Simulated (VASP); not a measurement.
# LiSm (P1) in VASP: single point with PBE

Aim: the single point of LiSm with PBE.

Everything below comes from runs of VASP 6.6.1. Logs are shortened: lines on timing, memory, paths and dates and some standing lists are left out, and cuts for length are marked.

## Step 1: The cell of the first run

The typed cell holds 8 atoms: a = 3.657 Å, b = 7.369 Å, c = 7.964 Å, α = 89.96°, β = 89.97°, γ = 90.06°.

## Step 2: Single point, PBE

The input, INCAR:

```
ALGO = Normal
EDIFF = 1E-6
ENCUT = 750
GGA = PE
GGA_COMPAT = F
ISIF = 2
ISMEAR = 0
LASPH = T
LCHARG = F
LMAXMIX = 6
LREAL = F
LWAVE = F
NBANDS = 38
NELM = 200
PREC = Accurate
SIGMA = 0.2
```

The input, KPOINTS:

```
k-points
0
Gamma
  6 4 4
```

The input, POSCAR:

```
LiSm
1.0
    3.6572894488     -0.0018233513      0.0008856483
   -0.0035319323      7.3688331039      0.0028527685
    0.0016996404      0.0029431422      7.9637396752
Li Sm
4 4
Direct
    1.0006076808      0.2503141644      0.5844040292
    0.0001922475      0.7503857801      0.5844211521
    0.5003040455      0.4999056248      0.4156148298
    0.4990075491      1.0003740403      0.4157497638
   -0.0010710917      0.2498931140      0.1484682792
    0.0005860242      0.7494927288      0.1486801644
    0.5006418805     -0.0002346362      0.8517236741
    0.4997316642      0.4998691837      0.8509381075
```

Potentials or basis: VASP PAW PBE potentials, release 64 (Li_sv, Sm_3), 4f in core.

Launch:

```sh
$ cat potpaw_PBE.64/Li_sv/POTCAR potpaw_PBE.64/Sm_3/POTCAR > POTCAR
$ mpirun -np 1 vasp_std > vasp.out
```

OUTCAR:

```text
EDIFF = 1E-6
   ENCUT = 750
   GGA = PE
   ISIF = 2
   ISMEAR = 0
   LASPH = T
   LREAL = F
   NELM = 200
   PREC = Accurate

 ion  position               nearest neighbor table
   1  0.001  0.250  0.584-
   2  0.000  0.750  0.584-
   3  0.500  0.500  0.416-
   4  0.499  0.000  0.416-
   5  0.999  0.250  0.148-   7 3.51   8 3.51   8 3.51   7 3.52   6 3.68   6 3.69
   6  0.001  0.749  0.149-   7 3.51   7 3.51   8 3.51   8 3.52   5 3.68   5 3.69
   7  0.501  1.000  0.852-   5 3.51   6 3.51   6 3.51   5 3.52   8 3.68   8 3.69
   8  0.500  0.500  0.851-   5 3.51   5 3.51   6 3.51   6 3.52   7 3.68   7 3.69

  LATTYP: Found a triclinic cell.
 ALAT       =     8.7618721641
 B/A-ratio  =     1.2387782803
 C/A-ratio  =     0.4174096520
 COS(alpha) =     0.0003296772
 COS(beta)  =     0.4169957370
 COS(gamma) =     0.6674830835

  Lattice vectors:

 A1 = (  -3.6555898084,   0.0047664935,   7.9628540269)
 A2 = (  -0.0018322919,   7.3717762461,   7.9665924437)
 A3 = (  -3.6572894488,   0.0018233513,  -0.0008856483)

Analysis of symmetry for initial positions (statically):
=====================================================================
 Subroutine PRICEL returns:
 Original cell was already a primitive cell.

 Routine SETGRP: Setting up the symmetry group for a
 triclinic supercell.

 Subroutine GETGRP returns: Found  1 space group operations
 (whereof  1 operations were pure point group operations)
 out of a pool of  2 trial point group operations.

The static configuration has the point symmetry C_1 .

Analysis of symmetry for dynamics (positions and initial velocities):
=====================================================================
 Subroutine PRICEL returns:
 Original cell was already a primitive cell.

 Routine SETGRP: Setting up the symmetry group for a
 triclinic supercell.

 Subroutine GETGRP returns: Found  1 space group operations
 (whereof  1 operations were pure point group operations)
 out of a pool of  2 trial point group operations.

The dynamic configuration has the point symmetry C_1 .

 Subroutine INISYM returns: Found  1 space group operations
 (whereof  1 operations are pure point group operations),
 and found     1 'primitive' translations

----------------------------------------------------------------------------------------

                                     Primitive cell

  volume of cell :     214.6223

  direct lattice vectors                    reciprocal lattice vectors
     3.657289449 -0.001823351  0.000885648     0.273426620  0.000131078 -0.000058404
    -0.003531932  7.368833104  0.002852769     0.000067669  0.135706749 -0.000050167
     0.001699640  0.002943142  7.963739675    -0.000030432 -0.000048627  0.125569172

  length of vectors
     3.657290011  7.368834503  7.963740400     0.273426657  0.135706775  0.125569185

  position of ions in fractional coordinates (direct lattice)
     0.000607681  0.250314164  0.584404029
     0.000192248  0.750385780  0.584421152
     0.500304046  0.499905625  0.415614830
     0.499007549  0.000374040  0.415749764
     0.998928908  0.249893114  0.148468279
     0.000586024  0.749492729  0.148680164
     0.500641880  0.999765364  0.851723674
     0.499731664  0.499869184  0.850938107

  ion indices of the primitive-cell ions
   primitive index   ion index
                 1           1
                 2           2
                 3           3
                 4           4
                 5           5
                 6           6
                 7           7
                 8           8

----------------------------------------------------------------------------------------

 KPOINTS: k-points

Automatic generation of k-mesh.
 Grid dimensions read from file:
 generate k-points for:    6    4    4

 Generating k-lattice:

  Cartesian coordinates                     Fractional coordinates (reciprocal lattice)
     0.045571103  0.000021846 -0.000009734     0.166666667 -0.000000000 -0.000000000
     0.000016917  0.033926687 -0.000012542     0.000000000  0.250000000  0.000000000
    -0.000007608 -0.000012157  0.031392293     0.000000000  0.000000000  0.250000000

  Length of vectors
     0.045571110  0.033926694  0.031392296

  Shift w.r.t. Gamma in fractional coordinates (k-lattice)
     0.000000000  0.000000000  0.000000000

 Subroutine IBZKPT returns following result:
 ===========================================

 Found     52 irreducible k-points:

 Following reciprocal coordinates:
            Coordinates               Weight
  0.000000  0.000000  0.000000      1.000000
  0.166667  0.000000 -0.000000      2.000000
  0.333333  0.000000 -0.000000      2.000000
  0.500000  0.000000 -0.000000      1.000000
  0.000000  0.250000 -0.000000      2.000000
  0.166667  0.250000 -0.000000      2.000000
[... 16 lines left out ...]
  0.333333  0.250000  0.250000      2.000000
  0.500000  0.250000  0.250000      2.000000
 [... further k-points ...]
   k-points           NKPTS =     52   k-points in BZ     NKDIM =     52   number of bands    NBANDS=     38
   number of dos      NEDOS =    301   number of ions     NIONS =      8
   total plane-waves  NPLWV = 181440
   dimension x,y,z NGX =    36 NGY =   70 NGZ =   72
   dimension x,y,z NGXF=    72 NGYF=  140 NGZF=  144
   ions per type =               4   4
   NGX,Y,Z   is equivalent  to a cutoff of  16.36, 15.79, 15.03 a.u.
   NGXF,Y,Z  is equivalent  to a cutoff of  32.73, 31.58, 30.06 a.u.
 SYSTEM =  unknown system
   PREC   = accura    normal or accurate (medium, high low for compatibility)
   ISTART =      0    job   : 0-new  1-cont  2-samecut
   ICHARG =      2    charge: 1-file 2-atom 10-const
   ISPIN  =      1    spin polarized calculation?
   LNONCOLLINEAR =      F non collinear calculations
   LSORBIT =      F    spin-orbit coupling
   LASPH  =      T    aspherical Exc in radial PAW
   ENCUT  =  750.0 eV  55.12 Ry    7.42 a.u.   8.17 16.45 17.78*2*pi/ulx,y,z
   NELM   =    200;   NELMIN=  2; NELMDL= -5     # of ELM steps
   EDIFF  = 0.1E-05   stopping-criterion for ELM
   LREAL  =      F    real-space projection
[... 7 lines left out ...]
   TEBEG  =    0.0;   TEEND  =   0.0 temperature during run
   PSTRESS=    0.0 pullay stress
   NELECT =      56.0000    total number of electrons
   NUPDOWN=      -1.0000    fix difference up-down
   EMIN   =  10.00;   EMAX   =-10.00  energy-range for DOS
   EFERMI =   0.00;   METHOD = LEGACY
   ISMEAR =     0;   SIGMA  =   0.20  broadening in eV -4-tet -1-fermi 0-gaus
   EFERMI_NEDOS =   21; number of points for ismear=-14 and -15
   IALGO  =     38    algorithm
   IMIX   =      4    mixing-type and parameters
     AMIX     =   0.40;   BMIX     =  1.00
     AMIX_MAG =   1.60;   BMIX_MAG =  1.00
  volume/ion in A,a.u.               =      26.83       181.04
  Fermi-wavevector in a.u.,A,eV,Ry     =   1.046114  1.976870 14.889610  1.094355
  Thomas-Fermi vector in A             =   2.180939
   LORBIT       =      0    0 simple, 1 ext, 2 COOP (PROOUT), +10 PAW based schemes
   GGA     = PE    functional components
   LHFCALC =     F    Hartree Fock is set to
   AEXX    =    0.0000 exact exchange contribution
   IVDW    =     0    specifies the selected vdW correction
   LEPSILON=     F    determine dielectric tensor
   LRPA    =     F    only Hartree local field effects (RPA)
 non-spin polarized calculation
 Gauss-broadening in eV      SIGMA  =   0.20
  energy-cutoff  :      750.00
  volume of cell :      214.62
 maximum number of plane-waves:     10054
 NGX is ok and might be reduce to    36
   NGX = 17   NGY = 33   NGZ = 35

 number of electron      55.9999996 magnetization

 Free energy of the ion-electron system (eV)
  ---------------------------------------------------
  ext. energy  EPLUGINS =         0.00000000
  ---------------------------------------------------
  free energy    TOTEN  =       -25.85568276 eV

  energy without entropy =      -25.71027517  energy(sigma->0) =      -25.78297897

 E-fermi :   2.1512     XC(G=0):  -8.7795

 val. band max:        2.1464306321   @ k =   0.1667   0.5000   0.2500
 cond. band min:       2.1523858691   @ k =   0.1667   0.5000   0.2500
 fundamental gap:      0.0059552370
 Fermi energy:         2.1512181734

 k-point     1 :       0.0000    0.0000    0.0000
  band No.  band energies     occupation
      1     -44.1374      2.00000
      2     -44.1267      2.00000
      3     -44.1262      2.00000
      4     -44.1169      2.00000
      5     -38.9534      2.00000
      6     -38.8837      2.00000
[... 30 lines left out ...]
     37       4.0910      0.00000
     38       4.1766      0.00000

 k-point     2 :       0.1667    0.0000   -0.0000
  band No.  band energies     occupation
      1     -44.1358      2.00000
      2     -44.1265      2.00000
      3     -44.1260      2.00000
      4     -44.1180      2.00000
      5     -38.9405      2.00000
      6     -38.8769      2.00000
[... 30 lines left out ...]
     37       3.9974      0.00000
     38       4.1951      0.00000

 k-point     3 :       0.3333    0.0000   -0.0000
  band No.  band energies     occupation
      1     -44.1319      2.00000
      2     -44.1262      2.00000
      3     -44.1257      2.00000
      4     -44.1213      2.00000
      5     -38.9104      2.00000
      6     -38.8658      2.00000
[... 30 lines left out ...]
     37       4.1522      0.00000
     38       4.2509      0.00000

 k-point     4 :       0.5000    0.0000   -0.0000
  band No.  band energies     occupation
      1     -44.1279      2.00000
      2     -44.1261      2.00000
      3     -44.1255      2.00000
      4     -44.1248      2.00000
      5     -38.8813      2.00000
      6     -38.8808      2.00000
[... 30 lines left out ...]
     37       3.9413      0.00000
     38       3.9417      0.00000
[... 703 lines left out ...]
      4     -44.1186      2.00000
      5     -38.9339      2.00000
      6     -38.8953      2.00000
[... 30 lines left out ...]
     37       4.0058      0.00000
     38       4.2447      0.00000

 k-point    23 :       0.3333    0.2500    0.2500
  band No.  band energies     occupation
      1     -44.1314      2.00000
      2     -44.1279      2.00000
      3     -44.1241      2.00000
      4     -44.1215      2.00000
      5     -38.9050      2.00000
      6     -38.8754      2.00000
[... 30 lines left out ...]
     37       4.1395      0.00000
     38       4.2126      0.00000

 k-point    24 :       0.5000    0.2500    0.2500
  band No.  band energies     occupation
      1     -44.1279      2.00000
      2     -44.1260      2.00000
      3     -44.1256      2.00000
      4     -44.1248      2.00000
      5     -38.8777      2.00000
      6     -38.8772      2.00000
[... 30 lines left out ...]
     37       4.1939      0.00000
     38       4.2006      0.00000

 [... further k-points ...]

------------------------ aborting loop because EDIFF is reached ----------------------------------------

  FORCE on cell =-STRESS in cart. coord.  units (eV):
  Direction    XX          YY          ZZ          XY          YZ          ZX
  --------------------------------------------------------------------------------------
  -------------------------------------------------------------------------------------
  Total       -0.0119311      0.2876792      0.1809105      0.0224092     -0.0199301     -0.0076772
  in kB       -0.0890666      2.1475544      1.3505149      0.1672869     -0.1487799     -0.0573110
  external PRESSURE =       1.1363342 kB  Pullay stress =       0.0000000 kB

 VOLUME and BASIS-vectors are now :
 -----------------------------------------------------------------------------
  energy-cutoff  :      750.00
  volume of cell :      214.62
      direct lattice vectors                 reciprocal lattice vectors
     3.657289449 -0.001823351  0.000885648     0.273426620  0.000131078 -0.000058404
    -0.003531932  7.368833104  0.002852769     0.000067669  0.135706749 -0.000050167
     0.001699640  0.002943142  7.963739675    -0.000030432 -0.000048627  0.125569172

 POSITION                                       TOTAL-FORCE (eV/Angst)
 -----------------------------------------------------------------------------------
      0.00233      1.84624      4.65476        -0.003296     -0.005003     -0.009938
     -0.00095      5.53119      4.65632        -0.001808     -0.002276     -0.012176
      1.82870      3.68403      3.31172        -0.001459      0.000512      0.011007
      1.82572      0.00307      3.31137         0.005959     -0.003194      0.008445
      3.65274      1.84004      1.18396         0.005719     -0.000460      0.012932
     -0.00025      5.52332      1.18619        -0.004114      0.003964      0.012137
      1.82891      7.36870      6.78620        -0.002842      0.003935     -0.017190
      1.82734      3.68505      6.77852         0.001840      0.002523     -0.005217
 -----------------------------------------------------------------------------------
    total drift:                                0.000021     -0.000121      0.000783

  FREE ENERGIE OF THE ION-ELECTRON SYSTEM (eV)
  ---------------------------------------------------
  free  energy   TOTEN  =       -25.8556827600 eV

  energy  without entropy=      -25.7102751736  energy(sigma->0) =      -25.78297897
```

It took 8.3 min on 1 thread of Intel Xeon Platinum 8488C (Sapphire Rapids), shared host; peak memory 0.81 GiB.

Results:

```yaml
Free_energy: -25.8557 eV
Pressure: 0.1 GPa
Largest_force: 0.018 eV/Å
Band_gap_on_the_k_mesh: zero (bands 28 and 29 overlap by 0.28 eV)
```

Forces on the atoms (eV/Å):
```
Li  -0.003 -0.005 -0.010
Li  -0.002 -0.002 -0.012
Li  -0.001  0.001  0.011
Li   0.006 -0.003  0.008
Sm   0.006  0.000  0.013
Sm  -0.004  0.004  0.012
Sm  -0.003  0.004 -0.017
Sm   0.002  0.003 -0.005
```

Levels at points of the mesh, in eV from the Fermi level:
```tsv
k point	band 24	band 25	band 26	band 27	band 28	band 29	band 30	band 31	band 32	band 33
(0.00, 0.00, 0.00)	-1.59	-1.41	-0.93	-0.93	-0.82	0.34	0.99	1.15	1.16	1.20
(0.50, 0.00, 0.00)	-1.41	-0.93	-0.93	-0.92	-0.92	1.19	1.20	1.23	1.23	1.34
(0.00, 0.50, 0.00)	-1.62	-1.02	-1.02	-0.18	-0.17	0.40	0.40	1.04	1.04	1.08
(0.50, 0.50, 0.00)	-1.19	-0.58	-0.58	-0.58	-0.57	0.14	0.14	0.14	0.15	1.66
(0.00, 0.00, 0.50)	-1.88	-1.49	-0.81	-0.07	-0.07	0.30	0.31	0.94	1.36	1.36
(0.50, 0.00, 0.50)	-1.40	-0.42	-0.41	-0.13	-0.12	-0.02	-0.02	0.32	0.33	1.38
(0.00, 0.50, 0.50)	-2.62	-0.85	-0.85	-0.12	-0.12	0.32	0.32	1.43	1.43	1.46
(0.50, 0.50, 0.50)	-1.11	-0.73	-0.73	-0.73	-0.73	0.16	0.17	0.17	0.17	1.65
```

Caveat: spin-orbit coupling is left out, which moves the levels of the heavy elements; the 4f electrons are frozen in the core, so they carry no moment and show no levels. Spin polarisation is off, so any magnetic state and its effect on volume and gap are missing.
